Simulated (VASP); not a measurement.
Si5N: single point with PBE

The system is Si5N.

```
CELL_PARAMETERS angstrom
-3.11779 3.11779 2.36133
3.11779 -3.11779 2.36133
3.11779 3.11779 -2.36133
ATOMIC_POSITIONS crystal
Si 0.00000 0.31197 0.31197
Si 0.00000 0.68803 0.68803
Si 0.68803 0.00000 0.68803
Si 0.31197 0.00000 0.31197
Si 0.50000 0.50000 0.00000
N 0.00000 0.00000 0.00000
```

The cell was built from a structure type or drawn by symmetry, and may not be a known phase.

```yaml
Program: VASP 6.6.1
Task: single point
Functional: PBE
Potentials_or_basis: VASP PAW PBE potentials, release 64 (Si, N)
Cutoff: 520 eV
k_mesh: 4 × 4 × 4
Occupations: gaussian, width 0.1 eV
Spin: no spin polarisation
```

```json
{
  "Pressure": "0.0 GPa",
  "Largest force": "0.010 eV/Å",
  "Band gap on the k mesh": "zero (an odd number of electrons rules out a gap without spin polarisation)"
}
```

Forces on the atoms (eV/Å):
```
Si  -0.010  0.000  0.000
Si   0.010  0.000  0.000
Si   0.000  0.010  0.000
Si   0.000 -0.010  0.000
Si   0.000  0.000  0.000
N    0.000  0.000  0.000
```

Stress tensor (GPa, compression positive):
```
 0.04  0.00  0.00
 0.00  0.04  0.00
 0.00  0.00 -0.14
```

Levels at points of the mesh, in eV from the Fermi level:
```csv
k point,band 10,band 11,band 12,band 13,band 14,band 15
"(0.00, 0.00, 0.00)",-2.83,-2.83,-1.20,-1.20,-0.24,-0.24
"(0.50, 0.00, 0.00)",-1.66,-0.75,-0.66,0.52,0.96,1.83
"(0.50, 0.50, 0.00)",-3.91,-1.16,-0.80,0.41,0.84,2.27
"(0.50, 0.50, 0.50)",-3.03,0.31,0.91,0.91,1.38,2.03
```

Wall time 45 s on 1 thread of Intel Xeon 8259CL (shared host), peak memory 0.23 GiB.

Caveat: the k points lie up to 0.42 Å⁻¹ apart, too coarse for converged energies and pressures of a metal.
